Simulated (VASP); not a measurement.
Set up this calculation in VASP 6.6.1, as the native input.

| Quantity | Value |
| --- | --- |
| Task | single point |
| Functional | PBEsol |
| Potentials or basis | VASP PAW PBE potentials, release 64 (Ta_pv, N) |
| Cutoff | 520 eV |
| k mesh | 21 × 21 × 18 |
| Occupations | gaussian, width 0.15 eV |
| Spin | no spin polarisation |
| Dipole correction | no |
| Further INCAR settings | ALGO = Normal; EDIFF = 1e-07; NBANDS = 15 |

The structure of TaN lies in POSCAR:

```
TaN
1.0
    2.9231900042      0.0000000000      0.0000000000
   -1.4615950021      2.5315568037      0.0000000000
    0.0000000000      0.0000000000      2.9872078653
Ta N
1 1
Direct
    0.3333333333      0.6666666667      0.5000000000
    0.0000000000      0.0000000000      0.0000000000
```

This cell differs from its parent crystal: volume 11.053 Å^3 an atom, c/a of the conventional cell 1.0219.

One way to write it, as run:

INCAR

```
SYSTEM = TaN
PREC = Accurate ; ENCUT = 520
EDIFF = 1E-7 ; ISMEAR = 0
SIGMA = 0.15 ; LREAL = .FALSE.
LASPH = .TRUE. ; NELM = 80
ALGO = Normal ; ISIF = 2
LWAVE = .FALSE. ; LCHARG = .FALSE.
GGA = PS ; NBANDS = 15
```

KPOINTS

```
Automatic mesh
0
G
  21 21 18
  0 0 0
```

Potentials or basis: VASP PAW PBE potentials, release 64 (Ta_pv, N).

Run with:

```sh
$ cat potpaw_PBE.64/Ta_pv/POTCAR potpaw_PBE.64/N/POTCAR > POTCAR
$ mpirun -np 1 vasp_std > vasp.out
```

Results of the run:

```
Pressure               : -13.1 GPa
Band gap on the k mesh : zero (band 8 reaches 8.05 eV, above the bottom of band 9 at 7.67 eV)
```

Caveat: the PAW data sets were made with another functional, which shifts forces and pressure a little; spin-orbit coupling is left out, which moves the levels of the heavy elements.

It took 84 s on 1 thread of Intel(R) Xeon(R) 6975P-C (Granite Rapids) (shared host), peak memory 0.28 GiB.
